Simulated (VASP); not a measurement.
Here is a VASP 6.6.1 calculation.

Contents of INCAR:

```
ALGO = Normal
EDIFF = 1E-6
ENCUT = 520
GGA = PS
ISIF = 2
ISMEAR = 0
LASPH = T
LCHARG = T
LELF = T
LREAL = F
LVHAR = T
LWAVE = F
NBANDS = 36
NELM = 60
PREC = Accurate
SIGMA = 0.1
```

File KPOINTS:

```
k-points
0
Gamma
  6 7 7
```

Contents of POSCAR:

```
Al2Cu
1.0
    6.0294940000      0.6790790000     -0.3609620000
    0.6949400000      4.6296310000     -0.4853750000
   -0.2281990000     -0.4012140000      4.7167760000
Al Cu
6 3
Direct
    0.4285056897      0.5781514316      0.6032586852
    0.1886156002      0.1487399712      0.5390826750
    0.6464746596      0.0509274392      0.7506612949
    0.5307853205      0.8079650355      0.1715114567
    0.9706482560      0.6759622224      0.3916735042
    0.0863362005      0.9189266520      0.9708282208
    0.3085634858      0.3634445812      0.0711692246
    0.8585383995      0.4862664506      0.8442770995
    0.7585802777      0.2406278017      0.2980576039
```

Potentials or basis: VASP PAW PBE potentials, release 64 (Al, Cu).

Run with:

```sh
$ cat potpaw_PBE.64/Al/POTCAR potpaw_PBE.64/Cu/POTCAR > POTCAR
$ mpirun -np 1 vasp_std > vasp.out
```

(1) What does it give for the largest force?

(2) Predict the pressure.

## Answers

(1) 0.097 eV/Å.

(2) 0.3 GPa.

Caveat: the PAW data sets were made with another functional, which shifts forces and pressure a little.
